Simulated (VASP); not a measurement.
A run of VASP 6.6.1:

INCAR

```
SYSTEM = Mg3TeSe2
  PREC = Accurate
  ENCUT = 520
  EDIFF = 1E-6
  ISMEAR = 0
  SIGMA = 0.1
  LREAL = .False.
  LASPH = .True.
  NELM = 100
  ALGO = Normal
  ISIF = 2
  LWAVE = .False.
  LCHARG = .False.
  GGA = PE
  NBANDS = 21
```

File KPOINTS:

```
regular mesh
0
Gamma
  6 6 2
  0 0 0
```

Contents of POSCAR:

```
Mg3TeSe2
1.0
    4.0814149900      0.0000000000      0.0000000000
   -2.0407075000      3.5346090700      0.0000000000
    0.0000000000      0.0000000000     10.0682944000
Mg Te Se
3 1 2
Direct
    0.3333333300      0.6666666700      0.1657571800
    0.6666666700      0.3333333300      0.8342428200
    0.0000000000      0.0000000000      0.5000000000
    0.0000000000      0.0000000000      0.0000000000
    0.3333333300      0.6666666700      0.6686666600
    0.6666666700      0.3333333300      0.3313333400
```

Potentials or basis: VASP PAW PBE potentials, release 64 (Mg, Te, Se).

Launch:

```bash
$ cat potpaw_PBE.64/Mg/POTCAR potpaw_PBE.64/Te/POTCAR potpaw_PBE.64/Se/POTCAR > POTCAR
$ mpirun -np 1 vasp_std > vasp.out
```

Hardware: 1 thread of Intel(R) Xeon(R) 6975P-C (Granite Rapids), on a shared host.

Problem. How long does it take, and how much memory?

Solution. It took 27 s on 1 thread of Intel(R) Xeon(R) 6975P-C (Granite Rapids) (shared host), peak memory 0.26 GiB. Counts: scf iterations 14, k points 14.
